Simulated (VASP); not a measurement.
Here is a VASP 6.6.1 calculation.

INCAR

```
SYSTEM = W
PREC = Accurate
ENCUT = 520
EDIFF = 1E-6
ISMEAR = 0
SIGMA = 0.05
LREAL = .False.
LASPH = .True.
NELM = 60
ALGO = Fast
ISIF = 2
LWAVE = .False.
LCHARG = .False.
GGA = PE
NBANDS = 21
```

Contents of KPOINTS:

```
regular mesh
0
Gamma
  18 18 10
  0 0 0
```

File POSCAR:

```
W
1.0
    2.7764647312      0.0000000000      0.0000000000
   -1.3882323656      2.4044889900      0.0000000000
    0.0000000000      0.0000000000      4.9512692421
W
2
Direct
    0.3333333333      0.6666666667      0.7500000000
    0.6666666667      0.3333333333      0.2500000000
```

Potentials or basis: VASP PAW PBE potentials, release 64 (W_sv).

Run with:

```console
$ cat potpaw_PBE.64/W_sv/POTCAR > POTCAR
$ mpirun -np 1 vasp_std > vasp.out
```

(1) Estimate the band gap on the k mesh.

(2) Estimate the pressure.

Answers

(1) zero (band 14 reaches 11.75 eV, above the bottom of band 15 at 10.09 eV).

(2) 0.5 GPa.

Caveat: spin-orbit coupling is left out, which moves the levels of the heavy elements.
